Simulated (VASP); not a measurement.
# Ag (Im-3m) in VASP: notebook

The runs below take Ag through relaxation of cell and atoms, with LDA.

Everything below comes from runs of VASP 6.6.1. Logs are shortened: lines on timing, memory, paths and dates and some standing lists are left out, and cuts for length are marked.

## Step 1: The cell of the first run

It takes space group Im-3m (No. 229, cubic). Conventional cell: a = 2.685 Å, b = 2.685 Å, c = 2.685 Å, α = 90.00°, β = 90.00°, γ = 90.00°. Within 3.1 Å of Ag (site symmetry m-3m) lie 14 Ag at 2.33 to 2.68 Å.

This isn't the form of Ag at room conditions, which is fcc.

## Step 2: Relaxation of cell and atoms, LDA, target pressure 280 GPa, at which the enthalpy is minimised

INCAR

```
SYSTEM = Ag
  PREC = Accurate
  ENCUT = 500
  EDIFF = 1E-7
  ISMEAR = -1
  SIGMA = 0.05
  LREAL = .False.
  LASPH = .True.
  NELM = 120
  ALGO = Normal
  ISIF = 3
  LWAVE = .False.
  LCHARG = .False.
  GGA = CA
  IBRION = 2
  NSW = 60
  EDIFFG = -0.005
  PSTRESS = 2800.0
  GGA_COMPAT = .False.
  NELMIN = 4
```

KPOINTS

```
Automatic mesh
0
Gamma
  20 20 20
  0 0 0
```

POSCAR

```
Ag
1.0
   -1.3423508892      1.3423508892      1.3423508892
    1.3423508892     -1.3423508892      1.3423508892
    1.3423508892      1.3423508892     -1.3423508892
Ag
1
Direct
    0.0000000000      0.0000000000      0.0000000000
```

Potentials or basis: VASP PAW LDA potentials, release 64 (Ag).

On the command line:

```bash
$ cat potpaw_LDA.64/Ag/POTCAR > POTCAR
$ mpirun -np 1 vasp_std > vasp.out
```

OUTCAR:

```text
SYSTEM = Ag
   PREC = Accurate
   ENCUT = 500
   EDIFF = 1E-7
   ISMEAR = -1
   LREAL = .False.
   LASPH = .True.
   NELM = 120
   ISIF = 3
   GGA = CA
   IBRION = 2
   NSW = 60
   EDIFFG = -0.005
   PSTRESS = 2800.0
   NELMIN = 4

 ion  position               nearest neighbor table
   1  0.000  0.000  0.000-

  LATTYP: Found a body centered cubic cell.
 ALAT       =     2.6847017784

  Lattice vectors:

 A1 = (  -1.3423508892,   1.3423508892,   1.3423508892)
 A2 = (   1.3423508892,  -1.3423508892,   1.3423508892)
 A3 = (   1.3423508892,   1.3423508892,  -1.3423508892)

Analysis of symmetry for initial positions (statically):
=====================================================================
 Subroutine PRICEL returns:
 Original cell was already a primitive cell.

 Routine SETGRP: Setting up the symmetry group for a
 body centered cubic supercell.

 Subroutine GETGRP returns: Found 48 space group operations
 (whereof 48 operations were pure point group operations)
 out of a pool of 48 trial point group operations.

The static configuration has the point symmetry O_h .

Analysis of symmetry for dynamics (positions and initial velocities):
=====================================================================
 Subroutine PRICEL returns:
 Original cell was already a primitive cell.

 Routine SETGRP: Setting up the symmetry group for a
 body centered cubic supercell.

 Subroutine GETGRP returns: Found 48 space group operations
 (whereof 48 operations were pure point group operations)
 out of a pool of 48 trial point group operations.

The dynamic configuration has the point symmetry O_h .

 Subroutine INISYM returns: Found 48 space group operations
 (whereof 48 operations are pure point group operations),
 and found     1 'primitive' translations

----------------------------------------------------------------------------------------

                                     Primitive cell

  volume of cell :       9.6752

  direct lattice vectors                    reciprocal lattice vectors
    -1.342350889  1.342350889  1.342350889     0.000000000  0.372480850  0.372480850
     1.342350889 -1.342350889  1.342350889     0.372480850  0.000000000  0.372480850
     1.342350889  1.342350889 -1.342350889     0.372480850  0.372480850  0.000000000

  length of vectors
     2.325019942  2.325019942  2.325019942     0.526767470  0.526767470  0.526767470

[... 85 lines left out ...]
   ISYM   =      2    0-nonsym 1-usesym 2-fastsym
   POTIM  = 0.5000    time-step for ionic-motion
   TEBEG  =    0.0;   TEEND  =   0.0 temperature during run
   PSTRESS= 2800.0 pullay stress
   NELECT =      11.0000    total number of electrons
   NUPDOWN=      -1.0000    fix difference up-down
   EMIN   =  10.00;   EMAX   =-10.00  energy-range for DOS
   EFERMI =   0.00;   METHOD = LEGACY
   ISMEAR =    -1;   SIGMA  =   0.05  broadening in eV -4-tet -1-fermi 0-gaus
   EFERMI_NEDOS =   21; number of points for ismear=-14 and -15
   IALGO  =     38    algorithm
   IMIX   =      4    mixing-type and parameters
     AMIX     =   0.40;   BMIX     =  1.00
     AMIX_MAG =   1.60;   BMIX_MAG =  1.00
  volume/ion in A,a.u.               =       9.68        65.29
  Fermi-wavevector in a.u.,A,eV,Ry     =   1.708650  3.228880 39.721984  2.919483
  Thomas-Fermi vector in A             =   2.787279
   LORBIT       =      0    0 simple, 1 ext, 2 COOP (PROOUT), +10 PAW based schemes
   GGA     = CA    functional components
   LHFCALC =     F    Hartree Fock is set to
   AEXX    =    0.0000 exact exchange contribution
   IVDW    =     0    specifies the selected vdW correction
   LEPSILON=     F    determine dielectric tensor
   LRPA    =     F    only Hartree local field effects (RPA)
 conjugate gradient relaxation of ions
 non-spin polarized calculation
  energy-cutoff  :      500.00
  volume of cell :        9.68
 maximum number of plane-waves:       253
 NGX is ok and might be reduce to    18
   NGX =  9   NGY =  9   NGZ =  9

--------------------------------------- Ionic step        1  -------------------------------------------

 number of electron      11.0000005 magnetization

 Free energy of the ion-electron system (eV)
  ---------------------------------------------------
  ext. energy  EPLUGINS =         0.00000000
  ---------------------------------------------------
  free energy    TOTEN  =        -0.43543882 eV

  energy without entropy =       -0.43442221  energy(sigma->0) =       -0.43493051

------------------------ aborting loop because EDIFF is reached ----------------------------------------

  FORCE on cell =-STRESS in cart. coord.  units (eV):
  Direction    XX          YY          ZZ          XY          YZ          ZX
  --------------------------------------------------------------------------------------
  -------------------------------------------------------------------------------------
  Total       16.9386322     16.9386322     16.9386322     -0.0000000      0.0000000     -0.0000000
  in kB     2804.9864296   2804.9864296   2804.9864296     -0.0000000      0.0000000     -0.0000000
  external PRESSURE =       4.9864296 kB  Pullay stress =    2800.0000000 kB
[... 61 lines left out ...]
--------------------------------------- Ionic step        3  -------------------------------------------

 number of electron      11.0000005 magnetization

 Free energy of the ion-electron system (eV)
  ---------------------------------------------------
  ext. energy  EPLUGINS =         0.00000000
  ---------------------------------------------------
  free energy    TOTEN  =        -0.44212359 eV

  energy without entropy =       -0.44110598  energy(sigma->0) =       -0.44161479

 E-fermi :  19.9786     XC(G=0): -16.2202

 val. band max:       19.9774828678   @ k =   0.4500   0.1000  -0.0000
 cond. band min:      20.1340905836   @ k =  -0.3000   0.4500   0.1000
 fundamental gap:      0.1566077158
 Fermi energy:        19.9785993535

 k-point     1 :       0.0000    0.0000    0.0000
  band No.  band energies     occupation
      1       6.2697      2.00000
      2      11.0086      2.00000
      3      11.0086      2.00000
      4      11.0086      2.00000
      5      14.2989      2.00000
      6      14.2989      2.00000
      7      37.6925      0.00000
      8      37.6925      0.00000
      9      37.6925      0.00000
[... 265 lines left out ...]
 k-point    24 :       0.2500    0.1000    0.0000
  band No.  band energies     occupation
      1       8.4686      2.00000
      2       9.6915      2.00000
      3      11.9080      2.00000
      4      13.6757      2.00000
      5      14.7198      2.00000
      6      15.7453      2.00000
      7      34.5987      0.00000
      8      35.8730      0.00000
      9      42.1995      0.00000

 [... further k-points ...]
[... 5 lines left out ...]
  --------------------------------------------------------------------------------------
  -------------------------------------------------------------------------------------
  Total       16.9129745     16.9129745     16.9129745     -0.0000000      0.0000000      0.0000000
  in kB     2799.6317926   2799.6317926   2799.6317926     -0.0000000      0.0000000      0.0000000
  external PRESSURE =      -0.3682074 kB  Pullay stress =    2800.0000000 kB
[... 20 lines left out ...]
  energy  without entropy=       -0.4411059825  energy(sigma->0) =       -0.44161479

  enthalpy is  TOTEN    =        16.4730752822 eV   P V=       16.9151988724

 reached required accuracy - stopping structural energy minimisation
```

OSZICAR:

```text
N       E                     dE             d eps       ncg     rms          rms(c)
DAV:   1     0.445586382068E+02    0.44559E+02   -0.60006E+03  4664   0.117E+03
[... 18 lines left out ...]
   2 F= 0.16473682E+02 E0= 0.16474196E+02  d E =0.600244E-03
       N       E                     dE             d eps       ncg     rms          rms(c)
DAV:   1    -0.443682364986E+00    0.64951E-01   -0.34285E-02  4660   0.252E+00    0.447E-01
DAV:   2    -0.442289191115E+00    0.13932E-02   -0.35397E-03  4687   0.749E-01    0.205E-01
DAV:   3    -0.442134475767E+00    0.15472E-03   -0.49848E-04  5133   0.268E-01    0.753E-02
DAV:   4    -0.442123525665E+00    0.10950E-04   -0.23243E-05  4748   0.523E-02    0.211E-03
DAV:   5    -0.442123590174E+00   -0.64509E-07   -0.15133E-07  4852   0.449E-03
   3 F= 0.16473075E+02 E0= 0.16473584E+02  d E =-.625541E-05
```

CONTCAR:

```text
Ag
   1.00000000000000
    -1.3425275994990744    1.3425275994990744    1.3425275994990744
     1.3425275994990744   -1.3425275994990744    1.3425275994990744
     1.3425275994990744    1.3425275994990744   -1.3425275994990744
  Ag
     1
Direct
     0.0000000000000000    0.0000000000000000    0.0000000000000000

  0.00000000E+00  0.00000000E+00  0.00000000E+00
```

Run time: 22 s. Hardware: 1 thread of Intel Xeon Platinum 8488C (Sapphire Rapids), shared host; peak memory 0.14 GiB.

What came out:

- Free energy: -0.4421 eV
- Relaxed volume: 9.68 Å³/atom
- Relaxed cell: a = 2.325 Å, b = 2.325 Å, c = 2.325 Å, α = 109.47°, β = 109.47°, γ = 109.47°
- Space group after relaxing (to 0.1 Å): Im-3m (No. 229)
- Energy change on relaxing (the run minimises the enthalpy): -6.7 meV/atom
- Ionic steps: 3
- Pressure after relaxing: 280.0 GPa
- Band gap on the k mesh: zero (an odd number of electrons rules out a gap without spin polarisation)

The path:
```
step  energy change (eV)  largest force (eV/Å)  pressure (GPa)  volume (Å³)
   1              0.0000                0.0000          280.50         9.68
   2             -0.0732                0.0000          274.93         9.72
   3             -0.0067                0.0000          279.96         9.68
```

Final structure:
```cif
data_structure
_symmetry_space_group_name_H-M 'P 1'
_symmetry_Int_Tables_number 1
_cell_length_a 2.3253
_cell_length_b 2.3253
_cell_length_c 2.3253
_cell_angle_alpha 109.471
_cell_angle_beta 109.471
_cell_angle_gamma 109.471
_cell_volume 9.68
loop_
_atom_site_label
_atom_site_type_symbol
_atom_site_fract_x
_atom_site_fract_y
_atom_site_fract_z
_atom_site_occupancy
Ag1 Ag 0.00000 0.00000 0.00000 1
```

Levels at points of the mesh, in eV from the Fermi level:
| k point | band 2 | band 3 | band 4 | band 5 | band 6 | band 7 | band 8 | band 9 |
| --- | --- | --- | --- | --- | --- | --- | --- | --- |
| (0.00, 0.00, 0.00) | -8.97 | -8.97 | -8.97 | -5.68 | -5.68 | 17.71 | 17.71 | 17.71 |
| (0.50, 0.00, 0.00) | -11.02 | -5.70 | -5.18 | -2.80 | -2.27 | 8.49 | 13.30 | 19.55 |
| (0.50, 0.50, 0.50) | -12.93 | -3.51 | -3.51 | -3.51 | 8.06 | 8.06 | 8.06 | 20.22 |

Caveat: the cell is relaxed towards a set pressure, so the run minimises the enthalpy, not the energy.

## Step 3: Relaxation of cell and atoms, LDA, target pressure 280 GPa, at which the enthalpy is minimised

INCAR

```
SYSTEM = Ag
PREC     = Accurate       ! precision mode
ENCUT    = 500            ! plane-wave cutoff, eV
EDIFF    = 1E-7           ! SCF threshold, eV
ISMEAR   = -1             ! smearing method
SIGMA    = 0.05           ! smearing width, eV
LREAL    = .FALSE.        ! projectors in reciprocal space
LASPH    = .TRUE.         ! aspherical terms in the spheres
NELM     = 120            ! most SCF steps
ALGO     = Normal         ! electronic algorithm
ISIF     = 3              ! what is computed and relaxed
LWAVE    = .FALSE.        ! write WAVECAR
LCHARG   = .FALSE.        ! write CHGCAR
GGA      = CA             ! functional
IBRION   = 2              ! ionic algorithm
NSW      = 32             ! ionic steps
EDIFFG   = -0.005         ! ionic threshold
PSTRESS  = 2800.0       
GGA_COMPAT= .FALSE.      
NELMIN   = 4
```

KPOINTS

```
Automatic mesh
0
G
  20 20 20
  0 0 0
```

POSCAR

```
Ag
1.0
   -1.3419338849      1.3419338849      1.3419338849
    1.3419338849     -1.3419338849      1.3419338849
    1.3419338849      1.3419338849     -1.3419338849
Ag
1
Direct
    0.0000000000      0.0000000000      0.0000000000
```

Potentials or basis: VASP PAW LDA potentials, release 64 (Ag).

On the command line:

```bash
$ cat potpaw_LDA.64/Ag/POTCAR > POTCAR
$ mpirun -np 1 vasp_std > vasp.out
```

Run time: 24 s. Hardware: 1 thread of Intel Xeon Platinum 8488C (Sapphire Rapids), shared host; peak memory 0.14 GiB.

The run converged. Its results:

```yaml
Free_energy: -0.4423 eV
Relaxed_volume: 9.68 Å³/atom
Relaxed_cell: a = 2.325 Å, b = 2.325 Å, c = 2.325 Å, α = 109.47°, β = 109.47°, γ = 109.47°
Space_group_after_relaxing_to_0.1_Å: Im-3m (No. 229)
Energy_change_on_relaxing_the_run_minimises_the_enthalpy: -22.6 meV/atom
Ionic_steps: 3
Pressure_after_relaxing: 280.0 GPa
Band_gap_on_the_k_mesh: zero (an odd number of electrons rules out a gap without spin polarisation)
```

The path:
```
step  energy change (eV)  largest force (eV/Å)  pressure (GPa)  volume (Å³)
   1              0.0000                0.0000          281.70         9.67
   2             -0.2456                0.0000          263.02         9.81
   3             -0.0226                0.0000          280.01         9.68
```

Final structure:
```yaml
crystal:
  lattice:
    - [-1.34253, 1.34253, 1.34253]
    - [1.34253, -1.34253, 1.34253]
    - [1.34253, 1.34253, -1.34253]
  atoms:
    - { symbol: Ag, position: [0.00000, 0.00000, 0.00000] }
```

Levels at points of the mesh, in eV from the Fermi level:
| k point | band 4 | band 5 | band 6 | band 7 | band 8 | band 9 |
| --- | --- | --- | --- | --- | --- | --- |
| (0.00, 0.00, 0.00) | -8.97 | -5.68 | -5.68 | 17.71 | 17.71 | 17.71 |
| (0.50, 0.00, 0.00) | -5.18 | -2.80 | -2.27 | 8.49 | 13.30 | 19.55 |
| (0.50, 0.50, 0.50) | -3.51 | -3.51 | 8.06 | 8.06 | 8.06 | 20.22 |

Caveat: the cell is relaxed towards a set pressure, so the run minimises the enthalpy, not the energy.

The gap in the log of VASP goes by the Fermi energy; the results here count the filled bands.